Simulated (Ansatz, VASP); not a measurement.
## K3PRu: VASP beside Ansatz

Contents of INCAR:

```
PREC = Accurate
ENCUT = 520
EDIFF = 1E-6
ISMEAR = 0
SIGMA = 0.1
LREAL = False
LASPH = True
NELM = 80
ALGO = Normal
ISIF = 2
LWAVE = False
LCHARG = False
GGA = PE
NBANDS = 31
```

KPOINTS

```
Automatic mesh
0
Gamma
  4 4 4
```

File POSCAR:

```
K3PRu
1.0
    5.2838578300      0.0000000000      0.0000000000
    0.0000000000      5.2838578300      0.0000000000
    0.0000000000      0.0000000000      5.2838578300
K P Ru
3 1 1
Direct
    0.5000000000      0.0000000000      0.0000000000
    0.0000000000      0.5000000000      0.0000000000
    0.0000000000      0.0000000000      0.5000000000
    0.0000000000      0.0000000000      0.0000000000
    0.5000000000      0.5000000000      0.5000000000
```

Input for Ansatz:

```yaml
crystal:
  lattice:
    - [5.28385783, 0.0, 0.0]
    - [0.0, 5.28385783, 0.0]
    - [0.0, 0.0, 5.28385783]
  atoms:
    - { symbol: K, position: [0.5, 0.0, 0.0] }
    - { symbol: K, position: [0.0, 0.5, 0.0] }
    - { symbol: K, position: [0.0, 0.0, 0.5] }
    - { symbol: P, position: [0.0, 0.0, 0.0] }
    - { symbol: Ru, position: [0.5, 0.5, 0.5] }
basis:
  ecutwfc: 420
kpoints:
  mp_grid: { grid: [4, 4, 4] }
hamiltonian:
  xc: pbe
scf:
  occupations: { method: gaussian, width: 0.1 }
  lower_state_search: "off"
output:
  forces: true
  stress: true
  eigenvalues: true
```

Change from the starting cell: species swapped into the Gd3GaC type (Pm-3m, No. 221).

Alike in both runs: task single point; functional PBE; k mesh 4 × 4 × 4; occupations gaussian, width 0.1 eV; no spin polarisation.

```csv
,VASP,Ansatz
version,VASP 6.6.1,Ansatz 0.2.0
potentials or method,"VASP PAW PBE potentials, release 64 (K_sv, P, Ru_pv), cutoff 520 eV","scalar-relativistic, plane waves, PAW"
valence electrons in the cell,46,48
```

|  | VASP | Ansatz | Ansatz less VASP |
| --- | --- | --- | --- |
| gap on the k mesh at the Fermi level (eV) | none | none | - |
| pressure (GPa) | 10.4 | 10.3 | -0.14 |

A gap of «none» marks a metal or a gap that the smearing closes. With one functional, cell and mesh, what is left measures potentials, basis and numerics. VASP's potentials hold 46 valence electrons a cell and Ansatz's 48, so a difference there can come from the potentials and not from the codes.
